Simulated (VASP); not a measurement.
# H5Pt (P6/mmm) in VASP: further runs

The runs below take H5Pt through single point, relaxation of cell and atoms, with PBE.

Program: VASP 6.6.1. These are calculated values, not measurements. Logs are shortened: lines on timing, memory, paths and dates and some standing lists are left out, and cuts for length are marked.

## Step 1: The cell of the first run

Symmetry: P6/mmm, No. 191, hexagonal system. The conventional cell has a = 3.443 Å, b = 3.443 Å, c = 5.588 Å, α = 90.00°, β = 90.00°, γ = 120.00°. Within 2.3 Å of H (site symmetry mmm) lie 2 Pt at 1.72 Å and 4 H at 1.72 Å. H (site symmetry -6m2) has 3 H at 1.99 Å within 2.6 Å. Within 2.3 Å of Pt (site symmetry 6/mmm) lie 6 H at 1.72 Å.

The cell was built from a structure type or drawn by symmetry, and may not be a known phase.

## Step 2: Single point, PBE

The input, INCAR:

```
PREC = Accurate
ENCUT = 520
EDIFF = 1E-7
ISMEAR = 0
SIGMA = 0.1
LREAL = False
LASPH = True
NELM = 100
ALGO = Normal
ISIF = 2
LWAVE = False
LCHARG = True
GGA = PE
LELF = True
LVHAR = True
NBANDS = 16
```

The input, KPOINTS:

```
Automatic mesh
0
Gamma
  6 6 4
```

The input, POSCAR:

```
H5Pt
1.0
    3.4430837008      0.0000000000      0.0000000000
   -1.7215418504      2.9817979523      0.0000000000
    0.0000000000      0.0000000000      5.5875657945
H Pt
5 1
Direct
    0.5000000000      0.0000000000      0.0000000000
    0.0000000000      0.5000000000      0.0000000000
    0.5000000000      0.5000000000      0.0000000000
    0.3333333333      0.6666666667      0.5000000000
    0.6666666667      0.3333333333      0.5000000000
    0.0000000000      0.0000000000      0.0000000000
```

Potentials or basis: VASP PAW PBE potentials, release 64 (H, Pt).

Run with:

```console
> cat potpaw_PBE.64/H/POTCAR potpaw_PBE.64/Pt/POTCAR > POTCAR
> mpirun -np 1 vasp_std > vasp.out
```

OUTCAR:

```text
PREC = Accurate
   ENCUT = 520
   EDIFF = 1E-7
   ISMEAR = 0
   LREAL = False
   LASPH = True
   NELM = 100
   ISIF = 2
   GGA = PE

 ion  position               nearest neighbor table
   1  0.500  0.000  0.000-   6 1.72   6 1.72
   2  0.000  0.500  0.000-   6 1.72   6 1.72
   3  0.500  0.500  0.000-   6 1.72   6 1.72
   4  0.333  0.667  0.500-
   5  0.667  0.333  0.500-
   6  0.000  0.000  0.000-   1 1.72   1 1.72   3 1.72   2 1.72   2 1.72   3 1.72

  LATTYP: Found a hexagonal cell.
 ALAT       =     3.4430837008
 C/A-ratio  =     1.6228376305

  Lattice vectors:

 A1 = (   3.4430837008,   0.0000000000,   0.0000000000)
 A2 = (  -1.7215418504,   2.9817979523,   0.0000000000)
 A3 = (   0.0000000000,   0.0000000000,   5.5875657945)

Analysis of symmetry for initial positions (statically):
=====================================================================
 Subroutine PRICEL returns:
 Original cell was already a primitive cell.

 Routine SETGRP: Setting up the symmetry group for a
 hexagonal supercell.

 Subroutine GETGRP returns: Found 24 space group operations
 (whereof 24 operations were pure point group operations)
 out of a pool of 24 trial point group operations.

The static configuration has the point symmetry D_6h.

Analysis of symmetry for dynamics (positions and initial velocities):
=====================================================================
 Subroutine PRICEL returns:
 Original cell was already a primitive cell.

 Routine SETGRP: Setting up the symmetry group for a
 hexagonal supercell.

 Subroutine GETGRP returns: Found 24 space group operations
 (whereof 24 operations were pure point group operations)
 out of a pool of 24 trial point group operations.

The dynamic configuration has the point symmetry D_6h.

 Subroutine INISYM returns: Found 24 space group operations
 (whereof 24 operations are pure point group operations),
 and found     1 'primitive' translations

----------------------------------------------------------------------------------------

                                     Primitive cell

  volume of cell :      57.3652

  direct lattice vectors                    reciprocal lattice vectors
     3.443083701  0.000000000  0.000000000     0.290437319  0.167684064  0.000000000
    -1.721541850  2.981797952  0.000000000     0.000000000  0.335368129  0.000000000
     0.000000000  0.000000000  5.587565794     0.000000000  0.000000000  0.178968810

  length of vectors
     3.443083701  3.443083701  5.587565794     0.335368129  0.335368129  0.178968810

  position of ions in fractional coordinates (direct lattice)
     0.500000000  0.000000000  0.000000000
     0.000000000  0.500000000  0.000000000
     0.500000000  0.500000000  0.000000000
     0.333333333  0.666666667  0.500000000
     0.666666667  0.333333333  0.500000000
     0.000000000  0.000000000  0.000000000

  ion indices of the primitive-cell ions
   primitive index   ion index
                 1           1
                 2           2
                 3           3
                 4           4
                 5           5
                 6           6

----------------------------------------------------------------------------------------

 KPOINTS: Automatic mesh

Automatic generation of k-mesh.
 Grid dimensions read from file:
 generate k-points for:    6    6    4

 Generating k-lattice:

  Cartesian coordinates                     Fractional coordinates (reciprocal lattice)
     0.048406220  0.027947344  0.000000000     0.166666667  0.000000000  0.000000000
     0.000000000  0.055894688  0.000000000     0.000000000  0.166666667  0.000000000
     0.000000000  0.000000000  0.044742202     0.000000000  0.000000000  0.250000000

  Length of vectors
     0.055894688  0.055894688  0.044742202

  Shift w.r.t. Gamma in fractional coordinates (k-lattice)
     0.000000000  0.000000000  0.000000000

 Subroutine IBZKPT returns following result:
 ===========================================

 Found     21 irreducible k-points:

 Following reciprocal coordinates:
            Coordinates               Weight
  0.000000  0.000000  0.000000      1.000000
  0.166667  0.000000  0.000000      6.000000
  0.333333  0.000000  0.000000      6.000000
  0.500000 -0.000000  0.000000      3.000000
  0.166667  0.166667  0.000000      6.000000
  0.333333  0.166667  0.000000     12.000000
[... 13 lines left out ...]
  0.333333  0.166667  0.500000     12.000000
  0.333333  0.333333  0.500000      2.000000
   k-points           NKPTS =     21   k-points in BZ     NKDIM =     21   number of bands    NBANDS=     16
   number of dos      NEDOS =    301   number of ions     NIONS =      6
   total plane-waves  NPLWV =  32928
   dimension x,y,z NGX =    28 NGY =   28 NGZ =   42
   dimension x,y,z NGXF=    56 NGYF=   56 NGZF=   84
   ions per type =               5   1
   NGX,Y,Z   is equivalent  to a cutoff of  13.52, 13.52, 12.50 a.u.
   NGXF,Y,Z  is equivalent  to a cutoff of  27.04, 27.04, 24.99 a.u.
 SYSTEM =  unknown system
   PREC   = accura    normal or accurate (medium, high low for compatibility)
   ISTART =      0    job   : 0-new  1-cont  2-samecut
   ICHARG =      2    charge: 1-file 2-atom 10-const
   ISPIN  =      1    spin polarized calculation?
   LNONCOLLINEAR =      F non collinear calculations
   LSORBIT =      F    spin-orbit coupling
   LASPH  =      T    aspherical Exc in radial PAW
   ENCUT  =  520.0 eV  38.22 Ry    6.18 a.u.   6.40  6.40 10.39*2*pi/ulx,y,z
   NELM   =    100;   NELMIN=  2; NELMDL= -5     # of ELM steps
   EDIFF  = 0.1E-06   stopping-criterion for ELM
   LREAL  =      F    real-space projection
   EDIFFG = 0.1E-05   stopping-criterion for IOM
   NSW    =      0    number of steps for IOM
   IBRION =     -1    ionic relax: 0-MD 1-quasi-New 2-CG
   NFREE  =      0    steps in history (QN), initial steepest desc. (CG)
   ISIF   =      2    stress and relaxation
   ISYM   =      2    0-nonsym 1-usesym 2-fastsym
   POTIM  = 0.5000    time-step for ionic-motion
   TEBEG  =    0.0;   TEEND  =   0.0 temperature during run
   PSTRESS=    0.0 pullay stress
   NELECT =      15.0000    total number of electrons
   NUPDOWN=      -1.0000    fix difference up-down
   EMIN   =  10.00;   EMAX   =-10.00  energy-range for DOS
   EFERMI =   0.00;   METHOD = LEGACY
   ISMEAR =     0;   SIGMA  =   0.10  broadening in eV -4-tet -1-fermi 0-gaus
   EFERMI_NEDOS =   21; number of points for ismear=-14 and -15
   IALGO  =     38    algorithm
   IMIX   =      4    mixing-type and parameters
     AMIX     =   0.40;   BMIX     =  1.00
     AMIX_MAG =   1.60;   BMIX_MAG =  1.00
  volume/ion in A,a.u.               =       9.56        64.52
  Fermi-wavevector in a.u.,A,eV,Ry     =   1.046861  1.978281 14.910875  1.095918
  Thomas-Fermi vector in A             =   2.181717
   LORBIT       =      0    0 simple, 1 ext, 2 COOP (PROOUT), +10 PAW based schemes
   GGA     = PE    functional components
   LHFCALC =     F    Hartree Fock is set to
   AEXX    =    0.0000 exact exchange contribution
   IVDW    =     0    specifies the selected vdW correction
   LEPSILON=     F    determine dielectric tensor
   LRPA    =     F    only Hartree local field effects (RPA)
 non-spin polarized calculation
 Gauss-broadening in eV      SIGMA  =   0.10
  energy-cutoff  :      520.00
  volume of cell :       57.37
 maximum number of plane-waves:      1570
 NGX is ok and might be reduce to    28
   NGX = 13   NGY = 13   NGZ = 21

 number of electron      14.9999997 magnetization

 Free energy of the ion-electron system (eV)
  ---------------------------------------------------
  ext. energy  EPLUGINS =         0.00000000
  ---------------------------------------------------
  free energy    TOTEN  =       -17.32614680 eV

  energy without entropy =      -17.32372002  energy(sigma->0) =      -17.32493341

 E-fermi :   0.4263     XC(G=0):  -8.7199

 val. band max:        0.3555585028   @ k =   0.3333   0.3333   0.5000
 cond. band min:       0.5226150977   @ k =   0.3333   0.3333   0.2500
 fundamental gap:      0.1670565950
 Fermi energy:         0.4262647496

 k-point     1 :       0.0000    0.0000    0.0000
  band No.  band energies     occupation
      1     -10.8417      2.00000
      2      -5.6528      2.00000
      3      -5.6528      2.00000
      4      -3.8470      2.00000
      5      -1.0027      2.00000
      6      -1.0027      2.00000
[... 8 lines left out ...]
     15      13.4370      0.00000
     16      14.9756      0.00000

 k-point     2 :       0.1667    0.0000    0.0000
  band No.  band energies     occupation
      1     -10.2552      2.00000
      2      -5.8843      2.00000
      3      -5.1100      2.00000
      4      -3.4732      2.00000
      5      -1.4218      2.00000
      6      -1.0649      2.00000
[... 8 lines left out ...]
     15      14.6767      0.00000
     16      14.6995      0.00000

 k-point     3 :       0.3333    0.0000    0.0000
  band No.  band energies     occupation
      1      -8.7781      2.00000
      2      -6.1796      2.00000
      3      -3.5763      2.00000
      4      -2.4178      2.00000
      5      -1.9973      2.00000
      6      -1.1862      2.00000
[... 8 lines left out ...]
     15      12.9075      0.00000
     16      14.7953      0.00000

 k-point     4 :       0.5000   -0.0000    0.0000
  band No.  band energies     occupation
      1      -7.8841      2.00000
      2      -5.9290      2.00000
      3      -2.2202      2.00000
      4      -2.0539      2.00000
      5      -1.4507      2.00000
      6      -1.2453      2.00000
[... 8 lines left out ...]
     15      12.7468      0.00000
     16      14.6920      0.00000

 k-point     5 :       0.1667    0.1667    0.0000
  band No.  band energies     occupation
      1      -9.1690      2.00000
      2      -6.2101      2.00000
      3      -4.0189      2.00000
      4      -2.7495      2.00000
      5      -1.8198      2.00000
      6      -1.2241      2.00000
[... 8 lines left out ...]
     15      13.5756      0.00000
     16      14.1929      0.00000

 k-point     6 :       0.3333    0.1667    0.0000
  band No.  band energies     occupation
      1      -7.6117      2.00000
      2      -6.2970      2.00000
      3      -2.2019      2.00000
      4      -2.0826      2.00000
      5      -1.7288      2.00000
      6      -1.4269      2.00000
[... 8 lines left out ...]
     15      12.7063      0.00000
     16      14.5797      0.00000
[... 210 lines left out ...]
 k-point    18 :       0.5000   -0.0000    0.5000
  band No.  band energies     occupation
      1      -7.8753      2.00000
      2      -5.8739      2.00000
      3      -2.6325      2.00000
      4      -2.0537      2.00000
      5      -1.4055      2.00000
      6      -1.2539      2.00000
[... 8 lines left out ...]
     15      12.5880      0.00000
     16      12.6698      0.00000

 k-point    19 :       0.1667    0.1667    0.5000
  band No.  band energies     occupation
      1      -9.1430      2.00000
      2      -6.2056      2.00000
      3      -4.0073      2.00000
      4      -2.9966      2.00000
      5      -1.2862      2.00000
      6      -1.2442      2.00000
[... 8 lines left out ...]
     15      13.4818      0.00000
     16      14.1667      0.00000

 k-point    20 :       0.3333    0.1667    0.5000
  band No.  band energies     occupation
      1      -7.5931      2.00000
      2      -6.2729      2.00000
      3      -2.5198      2.00000
      4      -2.0960      2.00000
      5      -1.6404      2.00000
      6      -1.4944      2.00000
[... 8 lines left out ...]
     15      13.1853      0.00000
     16      13.4202      0.00000

 k-point    21 :       0.3333    0.3333    0.5000
  band No.  band energies     occupation
      1      -6.3994      2.00000
      2      -6.3994      2.00000
      3      -3.4309      2.00000
      4      -2.0460      2.00000
      5      -2.0460      2.00000
      6      -0.1351      2.00000
[... 8 lines left out ...]
     15      12.9240      0.00000
     16      12.9240      0.00000

------------------------ aborting loop because EDIFF is reached ----------------------------------------

  FORCE on cell =-STRESS in cart. coord.  units (eV):
  Direction    XX          YY          ZZ          XY          YZ          ZX
  --------------------------------------------------------------------------------------
  -------------------------------------------------------------------------------------
  Total        0.0726470      0.0726470      0.0759928      0.0000000      0.0000000      0.0000000
  in kB        2.0289885      2.0289885      2.1224364      0.0000000      0.0000000      0.0000000
  external PRESSURE =       2.0601378 kB  Pullay stress =       0.0000000 kB

 VOLUME and BASIS-vectors are now :
 -----------------------------------------------------------------------------
  energy-cutoff  :      520.00
  volume of cell :       57.37
      direct lattice vectors                 reciprocal lattice vectors
     3.443083701  0.000000000  0.000000000     0.290437319  0.167684064  0.000000000
    -1.721541850  2.981797952  0.000000000     0.000000000  0.335368129  0.000000000
     0.000000000  0.000000000  5.587565794     0.000000000  0.000000000  0.178968810

 POSITION                                       TOTAL-FORCE (eV/Angst)
 -----------------------------------------------------------------------------------
      1.72154      0.00000      0.00000        -0.000000      0.000000      0.000000
     -0.86077      1.49090      0.00000        -0.000000      0.000000      0.000000
      0.86077      1.49090      0.00000        -0.000000      0.000000      0.000000
     -0.00000      1.98787      2.79378        -0.000000      0.000000      0.000000
      1.72154      0.99393      2.79378         0.000000     -0.000000      0.000000
      0.00000      0.00000      0.00000        -0.000000      0.000000      0.000000
 -----------------------------------------------------------------------------------
    total drift:                               -0.000000      0.000000     -0.000000

  FREE ENERGIE OF THE ION-ELECTRON SYSTEM (eV)
  ---------------------------------------------------
  free  energy   TOTEN  =       -17.3261467972 eV

  energy  without entropy=      -17.3237200225  energy(sigma->0) =      -17.32493341
```

It took 17 s on 1 thread of Intel Xeon Platinum 8559C (Emerald Rapids), shared host; peak memory 0.17 GiB.

Results:

| Quantity | Value |
| --- | --- |
| Free energy | -17.3261 eV |
| Pressure | 0.2 GPa |
| Band gap on the k mesh | zero (an odd number of electrons rules out a gap without spin polarisation) |

Levels at points of the mesh, in eV from the Fermi level:
```csv
k point,band 4,band 5,band 6,band 7,band 8,band 9,band 10,band 11
"(0.00, 0.00, 0.00)",-4.27,-1.43,-1.43,-0.43,1.94,4.77,9.73,9.79
"(0.50, 0.00, 0.00)",-2.48,-1.88,-1.67,-1.35,-0.68,0.61,1.43,6.24
"(0.00, 0.00, 0.50)",-4.25,-1.43,-1.43,-1.42,4.47,4.81,8.81,9.52
"(0.50, 0.00, 0.50)",-2.48,-1.83,-1.68,-0.93,-0.14,0.37,0.62,6.83
```

Caveat: spin-orbit coupling is left out, which moves the levels of the heavy elements.

## Step 3: Relaxation of cell and atoms, PBE

This run uses another cell than the first one, of 8.74 Å³/atom.

The input, INCAR:

```
PREC = Accurate
ENCUT = 600
EDIFF = 1E-6
ISMEAR = 0
SIGMA = 0.1
LREAL = False
LASPH = True
NELM = 80
ALGO = Normal
ISIF = 3
LWAVE = False
LCHARG = False
GGA = PE
IBRION = 2
NSW = 90
EDIFFG = -0.04
```

The input, KPOINTS:

```
regular mesh
0
Gamma
  6 6 4
```

The input, POSCAR:

```
H5Pt
1.0
    3.7789021200      0.0000000000      0.0000000000
   -1.8894510600      3.2726252300      0.0000000000
    0.0000000000      0.0000000000      4.2407813100
H Pt
5 1
Direct
    0.5000000000      0.0000000000      0.0000000000
    0.0000000000      0.5000000000      0.0000000000
    0.5000000000      0.5000000000      0.0000000000
    0.3333333300      0.6666666700      0.5000000000
    0.6666666700      0.3333333300      0.5000000000
    0.0000000000      0.0000000000      0.0000000000
```

Potentials or basis: VASP PAW PBE potentials, release 64 (H, Pt).

Run with:

```console
> cat potpaw_PBE.64/H/POTCAR potpaw_PBE.64/Pt/POTCAR > POTCAR
> mpirun -np 1 vasp_std > vasp.out
```

Wall time 1.7 min (1 thread of Intel Xeon Platinum 8559C (Emerald Rapids), shared host); peak memory 0.19 GiB.

Results (log left out):

| Quantity | Value |
| --- | --- |
| Free energy | -17.3064 eV |
| Relaxed volume | 9.46 Å³/atom |
| Relaxed cell | a = 3.444 Å, b = 3.444 Å, c = 5.528 Å, α = 90.00°, β = 90.00°, γ = 120.00° |
| Space group after relaxing (to 0.1 Å) | P6/mmm (No. 191) |
| Energy gained by relaxing | 146.6 meV/atom |
| Ionic steps | 14 |
| Pressure after relaxing | 0.2 GPa |
| Band gap on the k mesh | zero (an odd number of electrons rules out a gap without spin polarisation) |

Stress tensor (GPa, compression positive):
```
 0.27  0.00  0.00
 0.00  0.27  0.00
 0.00  0.00 -0.02
```

Step by step:
| step | energy change (eV) | largest force (eV/Å) | pressure (GPa) | volume (Å³) |
| --- | --- | --- | --- | --- |
| 1 | 0.0000 | 0.0000 | -13.22 | 52.45 |
| 2 | -0.5213 | 0.0000 | -4.80 | 47.11 |
| 3 | -0.6035 | 0.0000 | 1.01 | 44.85 |
| 4 | -0.6057 | 0.0000 | 2.37 | 44.40 |
| 5 | -0.6362 | 0.0000 | 2.55 | 44.93 |
| 6 | -0.7191 | 0.0000 | 3.15 | 46.50 |
| 7 | -0.8037 | 0.0000 | 4.90 | 49.48 |
| 8 | -0.8369 | 0.0000 | 2.94 | 51.04 |
| 9 | -0.8643 | 0.0000 | -0.80 | 54.50 |
| 10 | -0.8698 | 0.0000 | -0.79 | 55.14 |
| 11 | -0.8769 | 0.0000 | -0.81 | 56.59 |
| 12 | -0.8729 | 0.0000 | -0.69 | 59.48 |
| 13 | -0.8780 | 0.0000 | -0.78 | 57.54 |
| 14 | -0.8795 | 0.0000 | 0.17 | 56.78 |

Final structure:
```
H Pt
1.0
     3.44390    0.00000    0.00000
    -1.72195    2.98251    0.00000
     0.00000    0.00000    5.52795
H Pt
5 1
Direct
  0.50000 0.00000 0.00000
  0.00000 0.50000 0.00000
  0.50000 0.50000 0.00000
  0.33333 0.66667 0.50000
  0.66667 0.33333 0.50000
  0.00000 0.00000 0.00000
```

Levels at points of the mesh, in eV from the Fermi level:
| k point | band 4 | band 5 | band 6 | band 7 | band 8 | band 9 | band 10 | band 11 |
| --- | --- | --- | --- | --- | --- | --- | --- | --- |
| (0.00, 0.00, 0.00) | -4.31 | -1.44 | -1.44 | -0.40 | 1.95 | 4.74 | 9.73 | 9.76 |
| (0.50, 0.00, 0.00) | -2.50 | -1.90 | -1.69 | -1.36 | -0.72 | 0.60 | 1.44 | 6.25 |
| (0.00, 0.00, 0.50) | -4.29 | -1.45 | -1.45 | -1.43 | 4.59 | 4.79 | 9.79 | 9.79 |
| (0.50, 0.00, 0.50) | -2.50 | -1.85 | -1.70 | -0.91 | -0.15 | 0.33 | 0.61 | 6.84 |

Caveat: the k points lie up to 0.35 Å⁻¹ apart in the final cell, too coarse for converged energies and pressures of a metal; a cell axis changed by over 15 % at a fixed basis, so the end point is rough; spin-orbit coupling is left out, which moves the levels of the heavy elements.

(Part 1 of 2 ends here.)
